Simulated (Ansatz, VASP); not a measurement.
Ni in VASP and in Ansatz

The input INCAR:

```
SYSTEM = Ni
PREC = Accurate ; ENCUT = 520
EDIFF = 1E-6 ; ISMEAR = -1
SIGMA = 0.1 ; LREAL = .False.
LASPH = .True. ; NELM = 60
ALGO = Normal ; ISIF = 2
LWAVE = .False. ; LCHARG = .False.
GGA = PS ; NBANDS = 11
```

Contents of KPOINTS:

```
Automatic mesh
0
Gamma
  26 26 26
  0 0 0
```

File POSCAR:

```
Ni
1.0
    0.0000000000      1.7746027592      1.7746027592
    1.7746027592      0.0000000000      1.7746027592
    1.7746027592      1.7746027592      0.0000000000
Ni
1
Direct
    0.0000000000      0.0000000000      0.0000000000
```

Input for Ansatz:

```yaml
crystal:
  lattice:
    - [0.0, 1.7746027592, 1.7746027592]
    - [1.7746027592, 0.0, 1.7746027592]
    - [1.7746027592, 1.7746027592, 0.0]
  atoms:
    - { symbol: Ni, position: [0.0, 0.0, 0.0] }
hamiltonian:
  xc: pbesol
  pseudopotentials:
    kind: paw
    azcp:
      Ni: "pseudopotentials/Ni.paw.azcp"
basis:
  ecutwfc: 420
  fft_grid_basis: typed
kpoints:
  mp_grid: { grid: [26, 26, 26], shift: [0, 0, 0] }
magnetization:
  spin_polarized: false
scf:
  occupations: { method: fermi_dirac, width: 0.1 }
output:
  stress: true
```

Alike in both runs: task single point; functional PBEsol; k mesh 26 × 26 × 26; occupations fermi-dirac, width 0.1 eV; no spin polarisation.

|  | VASP | Ansatz |
| --- | --- | --- |
| version | VASP 6.6.1 | Ansatz 0.2.0 |
| potentials or method | VASP PAW PBE potentials, release 64 (Ni), cutoff 520 eV | plane waves (420 eV) with PAW, scalar-relativistic |
| valence electrons in the cell | 10 | 18 |

```tsv
	VASP	Ansatz	Ansatz less VASP
pressure (GPa)	-14.5	-14.8	-0.25
```

VASP's potentials were made for PBE, not for PBEsol, and Ansatz warns of the same on its side. VASP's potentials hold 10 valence electrons a cell and Ansatz's 18, so a difference there can come from the potentials and not from the codes.
